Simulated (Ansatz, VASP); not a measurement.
**One calculation of Ta2Tl, two programs**

```
CELL_PARAMETERS angstrom
4.88659 0.00000 0.00000
-2.44329 4.23191 0.00000
0.00000 0.00000 2.90437
ATOMIC_POSITIONS crystal
Ta 0.33333 0.66667 0.50000
Ta 0.66667 0.33333 0.50000
Tl 0.00000 0.00000 0.00000
```

Alike in both runs: functional PBE; k mesh 6 × 6 × 6; occupations gaussian, width 0.1 eV; no spin polarisation.

Ansatz relaxed the structure, and its values are those at the end. VASP's run is a single point on that final structure, the one shown.

|  | VASP | Ansatz |
| --- | --- | --- |
| version | VASP 6.6.1 | Ansatz 0.2.0 |
| potentials or method | VASP PAW PBE potentials, release 64 (Ta_pv, Tl_d), cutoff 520 eV | scalar-relativistic, plane waves, PAW |
| valence electrons in the cell | 35 | 39 |

|  | VASP | Ansatz | Ansatz less VASP |
| --- | --- | --- | --- |
| gap on the k mesh at the Fermi level (eV) | none | none | - |
| pressure (GPa) | 0.1 | 0.1 | -0.03 |

A gap of «none» marks a metal or a gap that the smearing closes. VASP's potentials hold 35 valence electrons a cell and Ansatz's 39, so a difference there can come from the potentials and not from the codes.

The k mesh is coarse, so the values compare programs but aren't converged. Neither program's run includes spin-orbit coupling.
